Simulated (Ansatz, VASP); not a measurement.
AlN in VASP and in Ansatz

```
Al N
1.0
     3.18878    0.00000    0.00000
    -1.59439    2.76156    0.00000
     0.00000    0.00000    5.22690
Al N
2 2
Direct
  0.33333 0.66667 0.00000
  0.66667 0.33333 0.50000
  0.33333 0.66667 0.38500
  0.66667 0.33333 0.88500
```

Change from the starting cell: strain +0.025 along x and y, +0.050 along z, atoms carried along.

Alike in both runs: task single point; functional r2SCAN; k mesh 12 × 12 × 6; occupations gaussian, width 0.05 eV; no spin polarisation.

```csv
,VASP,Ansatz
version,VASP 6.6.1,Ansatz 0.2.0
potentials or method,"VASP PAW PBE potentials, release 64 (Al, N), cutoff 520 eV","scalar-relativistic, plane waves, PAW"
valence electrons in the cell,16,16
```

Ansatz gave:

- gap on the k mesh at the Fermi level (eV): 3.96
- least direct gap on the mesh (eV): 3.96
- pressure (GPa): -17.1
- traceless stress, the component that is largest in VASP (GPa): -4.31
- rms of the force components (eV/Å): 0.169

Task: What did VASP give for the same quantities?

Result: gap on the k mesh at the Fermi level (eV): 4.00; least direct gap on the mesh (eV): 4.00; pressure (GPa): -17.5; traceless stress, the component that is largest in VASP (GPa): -4.36; rms of the force components (eV/Å): 0.170.

VASP's potentials were made for PBE, not for r2SCAN. Atom by atom the forces differ by 0.001 eV/Å (rms over components).
